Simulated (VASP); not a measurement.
Input of a VASP 6.6.1 run:

The input INCAR:

```
PREC = Accurate
ENCUT = 520
EDIFF = 1E-6
ISMEAR = 0
SIGMA = 0.1
LREAL = False
LASPH = True
NELM = 100
ALGO = Normal
ISIF = 2
LWAVE = False
LCHARG = True
GGA = PE
LELF = True
LVHAR = True
NBANDS = 11
```

KPOINTS

```
Automatic mesh
0
Gamma
  6 6 6
```

File POSCAR:

```
SiC
1.0
    2.8643927455      0.0000000000      0.0000000000
   -1.4321963728      2.4806368841      0.0000000000
    0.0000000000      0.0000000000      2.5577936373
Si C
1 1
Direct
    0.3333333333      0.6666666667      0.5000000000
    0.6666666667      0.3333333333      0.0000000000
```

Potentials or basis: VASP PAW PBE potentials, release 64 (Si, C).

Launch:

```bash
$ cat potpaw_PBE.64/Si/POTCAR potpaw_PBE.64/C/POTCAR > POTCAR
$ mpirun -np 1 vasp_std > vasp.out
```

(1) What does it give for the pressure?

(2) Predict the band gap on the k mesh.

Results:

(1) 0.1 GPa.

(2) zero (band 4 reaches 12.64 eV, above the bottom of band 5 at 8.82 eV).

Caveat: the k points lie up to 0.42 Å⁻¹ apart.
